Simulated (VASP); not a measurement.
**Sb3Br: single point with PBE**

The system is Sb3Br.

```
Sb Br
1.0
     0.00000    3.76937    3.76937
     3.76937    0.00000    3.76937
     3.76937    3.76937    0.00000
Sb Br
3 1
Direct
  0.25000 0.25000 0.25000
  0.75000 0.75000 0.75000
  0.50000 0.50000 0.50000
  0.00000 0.00000 0.00000
```

The cell was generated, and may not be a known phase.

```json
{
 "Program": "VASP 6.6.1",
 "Task": "single point",
 "Functional": "PBE",
 "Potentials or basis": "VASP PAW PBE potentials, release 64 (Sb, Br)",
 "Cutoff": "520 eV",
 "k mesh": "10 × 10 × 10",
 "Occupations": "gaussian, width 0.1 eV",
 "Spin": "no spin polarisation",
 "Dipole correction": "no",
 "Further INCAR settings": "ALGO = Normal; EDIFF = 1e-06; NBANDS = 19"
}
```

```
Pressure               : -0.1 GPa
Band gap on the k mesh : zero (bands 11 and 12 overlap by 2.95 eV)
```

Levels at points of the mesh, in eV from the Fermi level:
```csv
k point,band 7,band 8,band 9,band 10,band 11,band 12,band 13,band 14,band 15,band 16
"(0.00, 0.00, 0.00)",-4.35,-2.66,-2.66,-2.66,-2.17,-2.17,-2.17,3.26,3.26,3.72
"(0.50, 0.00, 0.00)",-3.49,-3.49,-3.14,-1.82,0.09,0.09,1.45,1.85,1.85,3.16
"(0.50, 0.50, 0.00)",-2.70,-1.60,-1.60,-1.25,0.78,0.78,0.84,1.77,3.13,3.13
```

It took 80 s on 1 thread of Intel(R) Xeon(R) Platinum 8259CL CPU @ 2.50GHz (Skylake/Cascade Lake), with other jobs on the host, peak memory 0.28 GiB.

Caveat: spin-orbit coupling is left out, which moves the levels of the heavy elements.
